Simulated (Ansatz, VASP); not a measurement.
## TaC: VASP beside Ansatz

```xyz
2
Lattice="0.0000 2.3461 2.3461 2.3461 0.0000 2.3461 2.3461 2.3461 0.0000" Properties=species:S:1:pos:R:3 pbc="T T T"
Ta    2.3461    2.3461    2.3461
C     0.0000    0.0000    0.0000
```

Change from the starting cell: species swapped into the ZrC type (Fm-3m, No. 225).

Alike in both runs: task relaxation of cell and atoms; functional PBE; k mesh 7 × 7 × 7; occupations gaussian, width 0.2 eV; no spin polarisation.

```csv
,VASP,Ansatz
version,VASP 6.6.1,Ansatz 0.2.0
potentials or method,"VASP PAW PBE potentials, release 64 (Ta_pv, C), cutoff 600 eV","scalar-relativistic, plane waves, PAW"
valence electrons in the cell,15,17
```

```csv
,VASP,Ansatz,Ansatz less VASP
"gap on the k mesh at the Fermi level, each at its own relaxed structure (eV)",none,none,-
relaxed volume (Å³/atom),11.22,11.20,-0.017
relaxed cell length with the largest relative difference (Å),3.166,3.165,-0.0016
```

A gap of «none» marks a metal or a gap that the smearing closes. VASP's potentials hold 15 valence electrons a cell and Ansatz's 17, so a difference there can come from the potentials and not from the codes.

Spin-orbit coupling is off throughout.
